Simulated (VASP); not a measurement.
MgO: single point with r2SCAN

Crystal: MgO.

```
Mg O
1.0
     3.28883    0.00000    0.00000
    -1.64441    2.84821    0.00000
     0.00000    0.00000    5.03226
Mg O
2 2
Direct
  0.33950 0.66835 0.01411
  0.67283 0.33502 0.51411
  0.32717 0.66498 0.39049
  0.66050 0.33165 0.89049
```

This cell differs from its parent crystal: all O atoms moved 0.1 Å in one direction.

| Item | Value |
| --- | --- |
| Program | VASP 6.6.1 |
| Task | single point |
| Functional | r2SCAN |
| Potentials or basis | VASP PAW PBE potentials, release 64 (Mg, O) |
| Cutoff | 520 eV |
| k mesh | 6 × 6 × 4 |
| Occupations | gaussian, width 0.05 eV |
| Spin | no spin polarisation |
| Dipole correction | no |
| Further INCAR settings | ALGO = Normal; EDIFF = 1e-06; NBANDS = 16 |

The pressure is 0.8 GPa. The largest force is 0.951 eV/Å. The band gap on the k mesh is 4.33 eV.

Forces in eV/Å, atoms in the order of the input:
```
Mg  -0.276 -0.061 -0.900
Mg  -0.297 -0.095 -0.899
O    0.296  0.095  0.899
O    0.276  0.062  0.900
```

Stress tensor (GPa, compression positive):
```
-3.10  0.03 -1.08
 0.03 -3.19 -0.30
-1.08 -0.30  8.71
```

Levels at points of the mesh, in eV from the valence-band top:
| k point | band 4 | band 5 | band 6 | band 7 | band 8 | band 9 | band 10 | band 11 | band 12 | band 13 |
| --- | --- | --- | --- | --- | --- | --- | --- | --- | --- | --- |
| (0.00, 0.00, 0.00) | -0.50 | -0.50 | -0.20 | -0.20 | 0.00 | 4.33 | 9.39 | 11.23 | 15.30 | 15.30 |
| (0.50, 0.00, 0.00) | -2.04 | -1.60 | -1.06 | -0.72 | -0.33 | 8.69 | 8.96 | 10.26 | 11.75 | 14.19 |
| (0.00, 0.50, 0.00) | -2.04 | -1.60 | -1.06 | -0.72 | -0.33 | 8.69 | 8.95 | 10.25 | 11.75 | 14.20 |
| (0.50, 0.50, 0.00) | -2.04 | -1.60 | -1.06 | -0.72 | -0.33 | 8.69 | 8.95 | 10.26 | 11.75 | 14.19 |
| (0.00, 0.00, 0.50) | -1.88 | -0.39 | -0.39 | -0.32 | -0.32 | 6.75 | 6.75 | 14.30 | 14.30 | 15.81 |
| (0.50, 0.00, 0.50) | -2.93 | -0.75 | -0.68 | -0.65 | -0.59 | 8.25 | 8.29 | 11.85 | 11.90 | 15.01 |
| (0.00, 0.50, 0.50) | -2.94 | -0.73 | -0.71 | -0.62 | -0.60 | 8.26 | 8.27 | 11.87 | 11.88 | 15.02 |
| (0.50, 0.50, 0.50) | -2.94 | -0.74 | -0.69 | -0.64 | -0.59 | 8.26 | 8.28 | 11.85 | 11.89 | 15.02 |

It took 91 s on 1 thread of AMD EPYC 9R45 96-Core Processor (Zen 5), on a shared host, peak memory 0.17 GiB.

Caveat: the cell differs from its parent crystal (all O atoms moved 0.1 Å in one direction); the stress differs along the axes, from -3 to 9 GPa; the PAW data sets were made with another functional, which shifts forces and pressure a little.
